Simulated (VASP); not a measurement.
HgTe (Coloradoite), 2 atoms in the cell. Symmetry: F-43m, No. 216, cubic system. Conventional cell: a = 6.429 Å, b = 6.429 Å, c = 6.429 Å, α = 90.00°, β = 90.00°, γ = 90.00°. Within 3.7 Å of Hg (site symmetry -43m) lie 4 Te at 2.78 Å. Te (site symmetry -43m) has 4 Hg at 2.78 Å within 3.7 Å. 

| Property | Result |
| --- | --- |
| Program | VASP 6.6.1 |
| Task | single point |
| Functional | r2SCAN |
| Dispersion | D4 |
| Potentials or basis | VASP PAW PBE potentials, release 64 (Hg, Te) |
| Cutoff | 520 eV |
| k mesh | 7 × 7 × 7 |
| Occupations | fermi-dirac, width 0.05 eV |
| Spin | no spin polarisation |
| Dipole correction | no |
| Further INCAR settings | ALGO = Normal; EDIFF = 1e-07; NBANDS = 16 |

Potentials or basis: VASP PAW PBE potentials, release 64 (Hg, Te).

The run is started by

```bash
$ cat potpaw_PBE.64/Hg/POTCAR potpaw_PBE.64/Te/POTCAR > POTCAR
$ cp INCAR.step1 INCAR
$ mpirun -np 1 vasp_std > vasp.out
$ cp INCAR.step2 INCAR
$ mpirun -np 1 vasp_std > vasp.out
```

Hardware: 1 thread of AMD EPYC 7R43 64-Core Processor (Zen 3), with other jobs on the host.

Q: How long does it take, and how much memory?

A: Run time: 110 s on 1 thread of AMD EPYC 7R43 64-Core Processor (Zen 3) (shared host), peak memory 0.19 GiB. Counts: k points 20.
